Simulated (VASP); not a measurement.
# TiAl in VASP: further runs, part 2 of 2

VASP 6.6.1. Earlier steps stand in the parts before.

## Step 4: Single point, PBE

This run uses another cell than the first one, of 15.89 Å³/atom.

INCAR

```
SYSTEM = TiAl
PREC     = Accurate       ! precision mode
ENCUT    = 520            ! plane-wave cutoff, eV
EDIFF    = 1E-7           ! SCF threshold, eV
ISMEAR   = 0              ! smearing method
SIGMA    = 0.15           ! smearing width, eV
LREAL    = .FALSE.        ! projectors in reciprocal space
LASPH    = .TRUE.         ! aspherical terms in the spheres
NELM     = 80             ! most SCF steps
ALGO     = Normal         ! electronic algorithm
ISIF     = 2              ! what is computed and relaxed
LWAVE    = .FALSE.        ! write WAVECAR
LCHARG   = .FALSE.        ! write CHGCAR
GGA      = PE             ! functional
NBANDS   = 14             ! bands
```

KPOINTS

```
regular mesh
0
G
  18 18 10
  0 0 0
```

POSCAR

```
TiAl
1.0
    2.8329971466      0.0000000000      0.0000000000
   -1.4164985733      2.4534474978      0.0000000000
    0.0000000000      0.0000000000      4.5709516324
Ti Al
1 1
Direct
    0.0000000000      0.0000000000      0.0000000000
    0.3333333333      0.6666666667      0.5000000000
```

Potentials or basis: VASP PAW PBE potentials, release 64 (Ti_sv, Al).

The run is started by

```console
$ cat potpaw_PBE.64/Ti_sv/POTCAR potpaw_PBE.64/Al/POTCAR > POTCAR
$ mpirun -np 1 vasp_std > vasp.out
```

OUTCAR:

```text
SYSTEM = TiAl
   PREC = Accurate
   ENCUT = 520
   EDIFF = 1E-7
   ISMEAR = 0
   LREAL = .FALSE.
   LASPH = .TRUE.
   NELM = 80
   ISIF = 2
   GGA = PE

 ion  position               nearest neighbor table
   1  0.000  0.000  0.000-   2 2.81   2 2.81   2 2.81   2 2.81   2 2.81   2 2.81
   2  0.333  0.667  0.500-   1 2.81   1 2.81   1 2.81   1 2.81   1 2.81   1 2.81

  LATTYP: Found a hexagonal cell.
 ALAT       =     2.8329971466
 C/A-ratio  =     1.6134684914

  Lattice vectors:

 A1 = (   2.8329971466,   0.0000000000,   0.0000000000)
 A2 = (  -1.4164985733,   2.4534474978,   0.0000000000)
 A3 = (   0.0000000000,   0.0000000000,   4.5709516324)

Analysis of symmetry for initial positions (statically):
=====================================================================
 Subroutine PRICEL returns:
 Original cell was already a primitive cell.

 Routine SETGRP: Setting up the symmetry group for a
 hexagonal supercell.

 Subroutine GETGRP returns: Found 12 space group operations
 (whereof 12 operations were pure point group operations)
 out of a pool of 24 trial point group operations.

The static configuration has the point symmetry D_3h.

Analysis of symmetry for dynamics (positions and initial velocities):
=====================================================================
 Subroutine PRICEL returns:
 Original cell was already a primitive cell.

 Routine SETGRP: Setting up the symmetry group for a
 hexagonal supercell.

 Subroutine GETGRP returns: Found 12 space group operations
 (whereof 12 operations were pure point group operations)
 out of a pool of 24 trial point group operations.

The dynamic configuration has the point symmetry D_3h.

 Subroutine INISYM returns: Found 12 space group operations
 (whereof 12 operations are pure point group operations),
 and found     1 'primitive' translations

----------------------------------------------------------------------------------------

                                     Primitive cell

  volume of cell :      31.7709

  direct lattice vectors                    reciprocal lattice vectors
     2.832997147  0.000000000  0.000000000     0.352983059  0.203794864  0.000000000
    -1.416498573  2.453447498  0.000000000     0.000000000  0.407589729  0.000000000
     0.000000000  0.000000000  4.570951632     0.000000000  0.000000000  0.218772825

  length of vectors
     2.832997147  2.832997147  4.570951632     0.407589729  0.407589729  0.218772825

  position of ions in fractional coordinates (direct lattice)
     0.000000000  0.000000000  0.000000000
     0.333333333  0.666666667  0.500000000

  ion indices of the primitive-cell ions
   primitive index   ion index
                 1           1
                 2           2

----------------------------------------------------------------------------------------

 KPOINTS: regular mesh

Automatic generation of k-mesh.
 Grid dimensions read from file:
 generate k-points for:   18   18   10

 Generating k-lattice:

  Cartesian coordinates                     Fractional coordinates (reciprocal lattice)
     0.019610170  0.011321937  0.000000000     0.055555556  0.000000000  0.000000000
     0.000000000  0.022643874  0.000000000     0.000000000  0.055555556  0.000000000
     0.000000000  0.000000000  0.021877282     0.000000000  0.000000000  0.100000000
[... 41 lines left out ...]
   total plane-waves  NPLWV =  20736
   dimension x,y,z NGX =    24 NGY =   24 NGZ =   36
   dimension x,y,z NGXF=    48 NGYF=   48 NGZF=   72
   ions per type =               1   1
   NGX,Y,Z   is equivalent  to a cutoff of  14.08, 14.08, 13.09 a.u.
   NGXF,Y,Z  is equivalent  to a cutoff of  28.17, 28.17, 26.19 a.u.
 SYSTEM =  TiAl
   PREC   = accura    normal or accurate (medium, high low for compatibility)
   ISTART =      0    job   : 0-new  1-cont  2-samecut
   ICHARG =      2    charge: 1-file 2-atom 10-const
   ISPIN  =      1    spin polarized calculation?
   LNONCOLLINEAR =      F non collinear calculations
   LSORBIT =      F    spin-orbit coupling
   LASPH  =      T    aspherical Exc in radial PAW
   ENCUT  =  520.0 eV  38.22 Ry    6.18 a.u.   5.27  5.27  8.50*2*pi/ulx,y,z
   NELM   =     80;   NELMIN=  2; NELMDL= -5     # of ELM steps
   EDIFF  = 0.1E-06   stopping-criterion for ELM
   LREAL  =      F    real-space projection
   EDIFFG = 0.1E-05   stopping-criterion for IOM
   NSW    =      0    number of steps for IOM
   IBRION =     -1    ionic relax: 0-MD 1-quasi-New 2-CG
   NFREE  =      0    steps in history (QN), initial steepest desc. (CG)
   ISIF   =      2    stress and relaxation
   ISYM   =      2    0-nonsym 1-usesym 2-fastsym
   POTIM  = 0.5000    time-step for ionic-motion
   TEBEG  =    0.0;   TEEND  =   0.0 temperature during run
   PSTRESS=    0.0 pullay stress
   NELECT =      15.0000    total number of electrons
   NUPDOWN=      -1.0000    fix difference up-down
   EMIN   =  10.00;   EMAX   =-10.00  energy-range for DOS
   EFERMI =   0.00;   METHOD = LEGACY
   ISMEAR =     0;   SIGMA  =   0.15  broadening in eV -4-tet -1-fermi 0-gaus
   EFERMI_NEDOS =   21; number of points for ismear=-14 and -15
   IALGO  =     38    algorithm
   IMIX   =      4    mixing-type and parameters
     AMIX     =   0.40;   BMIX     =  1.00
     AMIX_MAG =   1.60;   BMIX_MAG =  1.00
  volume/ion in A,a.u.               =      15.89       107.20
  Fermi-wavevector in a.u.,A,eV,Ry     =   1.274761  2.408949 22.109677  1.625015
  Thomas-Fermi vector in A             =   2.407511
   LORBIT       =      0    0 simple, 1 ext, 2 COOP (PROOUT), +10 PAW based schemes
   GGA     = PE    functional components
   LHFCALC =     F    Hartree Fock is set to
   AEXX    =    0.0000 exact exchange contribution
   IVDW    =     0    specifies the selected vdW correction
   LEPSILON=     F    determine dielectric tensor
   LRPA    =     F    only Hartree local field effects (RPA)
 non-spin polarized calculation
 Gauss-broadening in eV      SIGMA  =   0.15
  energy-cutoff  :      520.00
  volume of cell :       31.77
 maximum number of plane-waves:       870
 NGX is ok and might be reduce to    24
   NGX = 11   NGY = 11   NGZ = 17

 number of electron      15.0000005 magnetization

 Free energy of the ion-electron system (eV)
  ---------------------------------------------------
  ext. energy  EPLUGINS =         0.00000000
  ---------------------------------------------------
  free energy    TOTEN  =       -12.06920878 eV

  energy without entropy =      -12.04173627  energy(sigma->0) =      -12.05547253

 E-fermi :   8.3478     XC(G=0): -11.1333

 val. band max:        8.3463139199   @ k =   0.3333   0.3333   0.3000
 cond. band min:       8.3507160548   @ k =   0.2222   0.0000   0.4000
 fundamental gap:      0.0044021349
 Fermi energy:         8.3477513800

 k-point     1 :       0.0000    0.0000    0.0000
  band No.  band energies     occupation
      1     -48.0768      2.00000
      2     -24.4061      2.00000
      3     -23.9471      2.00000
      4     -23.9471      2.00000
      5      -0.7911      2.00000
      6       6.0407      2.00000
      7       6.5804      2.00000
      8       9.6757      0.00000
      9       9.6757      0.00000
     10      11.2402      0.00000
     11      11.2402      0.00000
     12      12.6151      0.00000
     13      21.4879      0.00000
     14      21.4879      0.00000
[... 377 lines left out ...]
      1     -47.9671      2.00000
      2     -24.5516      2.00000
      3     -24.2984      2.00000
      4     -24.1384      2.00000
      5       4.0192      2.00000
      6       6.3372      2.00000
      7       6.8640      2.00000
      8       7.5357      2.00000
      9       9.9829      0.00000
     10      11.5963      0.00000
     11      12.6314      0.00000
     12      13.2007      0.00000
     13      14.0948      0.00000
     14      15.1885      0.00000

 [... further k-points ...]

------------------------ aborting loop because EDIFF is reached ----------------------------------------

  FORCE on cell =-STRESS in cart. coord.  units (eV):
  Direction    XX          YY          ZZ          XY          YZ          ZX
  --------------------------------------------------------------------------------------
  -------------------------------------------------------------------------------------
  Total        1.0920658      1.0920658      1.2960234      0.0000000      0.0000000      0.0000000
  in kB       55.0718754     55.0718754     65.3572700      0.0000000      0.0000000      0.0000000
  external PRESSURE =      58.5003403 kB  Pullay stress =       0.0000000 kB

 VOLUME and BASIS-vectors are now :
 -----------------------------------------------------------------------------
  energy-cutoff  :      520.00
  volume of cell :       31.77
      direct lattice vectors                 reciprocal lattice vectors
     2.832997147  0.000000000  0.000000000     0.352983059  0.203794864  0.000000000
    -1.416498573  2.453447498  0.000000000     0.000000000  0.407589729  0.000000000
     0.000000000  0.000000000  4.570951632     0.000000000  0.000000000  0.218772825

 POSITION                                       TOTAL-FORCE (eV/Angst)
 -----------------------------------------------------------------------------------
      0.00000      0.00000      0.00000         0.000000      0.000000      0.000000
     -0.00000      1.63563      2.28548        -0.000000     -0.000000      0.000000
 -----------------------------------------------------------------------------------
    total drift:                                0.000000     -0.000000      0.000000

  FREE ENERGIE OF THE ION-ELECTRON SYSTEM (eV)
  ---------------------------------------------------
  free  energy   TOTEN  =       -12.0692087783 eV

  energy  without entropy=      -12.0417362742  energy(sigma->0) =      -12.05547253
```

Wall time 59 s (1 thread of AMD EPYC 9R45 (Zen 5), shared host); peak memory 0.2 GiB.

Results:

- Free energy: -12.0692 eV
- Pressure: 5.9 GPa
- Band gap on the k mesh: zero (an odd number of electrons rules out a gap without spin polarisation)

Caveat: the cell stands under pressure.

## Step 5: Summary

```csv
cell,gap on the mesh (eV),pressure (GPa)
"a = 2.857, b = 2.857, c = 4.610 Å, angles 90.0, 90.0, 120.0°, 2 atoms, atomic positions A",none,3.2
"a = 2.809, b = 2.809, c = 4.532 Å, angles 90.0, 90.0, 120.0°, 2 atoms, atomic positions B",none,9.3
"a = 2.833, b = 2.833, c = 4.571 Å, angles 90.0, 90.0, 120.0°, 2 atoms, atomic positions B",none,5.9
```

Alike in all rows: task single point; level PBE; potentials or basis VASP PAW PBE potentials, release 64 (Ti_sv, Al); no spin polarisation; k mesh 18 × 18 × 10; cutoff (eV) 520; smearing gaussian 0.15 eV.

Caveats: the cell stands under pressure.

Total energies depend on the potentials used, so only differences within one code and one set of settings carry meaning.
